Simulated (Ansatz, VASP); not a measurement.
Given: the input of a run of VASP 6.6.1 on CdS.

Contents of POSCAR:

```
CdS
1.0
    4.1741825350      0.0000000000      0.0000000000
   -2.0870912675      3.6149481154      0.0000000000
    0.0000000000      0.0000000000      5.6856871846
Cd S
1 1
Direct
    0.0000000000      0.0000000000      0.4426919200
    0.6666666667      0.3333333333      0.4343080800
```

Contents of INCAR.step1:

```
PREC = Accurate
ENCUT = 520
EDIFF = 1E-5
ISMEAR = -1
SIGMA = 0.05
LREAL = F
LASPH = T
NELM = 60
ALGO = Normal
ISIF = 2
LWAVE = T
GGA = PE
NBANDS = 16
```

Contents of INCAR.step2:

```
PREC = Accurate
ENCUT = 520
EDIFF = 1E-6
ISMEAR = -1
SIGMA = 0.05
LREAL = F
LASPH = T
NELM = 60
ALGO = Normal
ISIF = 2
LWAVE = F
LCHARG = T
GGA = PE
LHFCALC = T
HFSCREEN = 0.2079
PRECFOCK = Normal
LELF = T
LVHAR = T
ISTART = 1
NBANDS = 16
```

The input KPOINTS:

```
regular mesh
0
Gamma
  4 4 4
```

Potentials or basis: VASP PAW PBE potentials, release 64 (Cd, S).

The run is started by

```bash
$ cat potpaw_PBE.64/Cd/POTCAR potpaw_PBE.64/S/POTCAR > POTCAR
$ cp INCAR.step1 INCAR
$ mpirun -np 1 vasp_std > vasp.out
$ cp INCAR.step2 INCAR
$ mpirun -np 1 vasp_std > vasp.out
```

Task: Translate it to Ansatz 0.2.0. Potentials there: Ansatz PAW.

Result: As run (the cutoff follows the program's own potentials):

The input input:

```
crystal:
  lattice:
    - [4.174182535, 0.0, 0.0]
    - [-2.0870912675, 3.6149481154, 0.0]
    - [0.0, 0.0, 5.6856871846]
  atoms:
    - { symbol: Cd, position: [0.0, 0.0, 0.44269192] }
    - { symbol: S, position: [0.6666666667, 0.3333333333, 0.43430808] }
hamiltonian:
  xc: hse06
  pseudopotentials: { kind: paw }
kpoints:
  mp_grid: { grid: [4, 4, 4] }
scf:
  occupations: { method: fermi_dirac, width: 0.05 }
output:
  forces: true
  stress: true
  eigenvalues: true
```

Both were run:

|  | VASP | Ansatz | Ansatz less VASP |
| --- | --- | --- | --- |
| gap on the k mesh at the Fermi level (eV) | 2.61 | 2.60 | -0.006 |
| least direct gap on the mesh (eV) | 2.62 | 2.61 | -0.006 |
| pressure (GPa) | 1.5 | 1.3 | -0.20 |
| traceless stress, the component that is largest in VASP (GPa) | -1.44 | -1.24 | +0.200 |

The functional is the same, so the differences come from potentials, cutoffs and numerics. VASP's potentials hold 18 valence electrons a cell and Ansatz's 26, so a difference there can come from the potentials and not from the codes.

The k mesh is coarse, so the values compare programs but aren't converged.
